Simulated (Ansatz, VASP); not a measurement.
# Cd in VASP and in Ansatz

```
CELL_PARAMETERS angstrom
-1.51983 1.51983 1.51983
1.51983 -1.51983 1.51983
1.51983 1.51983 -1.51983
ATOMIC_POSITIONS crystal
Cd 0.00000 0.00000 0.00000
```

Change from the starting cell: volume scaled by 0.6, LAPW.

Alike in both runs: task single point; functional PBE; k mesh 17 × 17 × 17; occupations fermi-dirac, width 0.05 eV; no spin polarisation.

|  | VASP | Ansatz |
| --- | --- | --- |
| version | VASP 6.6.1 | Ansatz 0.2.0 |
| potentials or method | VASP PAW PBE potentials, release 64 (Cd), cutoff 520 eV | all-electron LAPW, scalar-relativistic |

VASP gave:

- pressure (GPa): 86.8

Q: Estimate Ansatz's values.

A: Pressure (GPa): 84.0.

Both programs put the cell under a high pressure, so it lies far from rest at this level. Ansatz ran all-electron here, and VASP with PAW potentials.

Noted on VASP's run: the cell as given lies far from equilibrium.
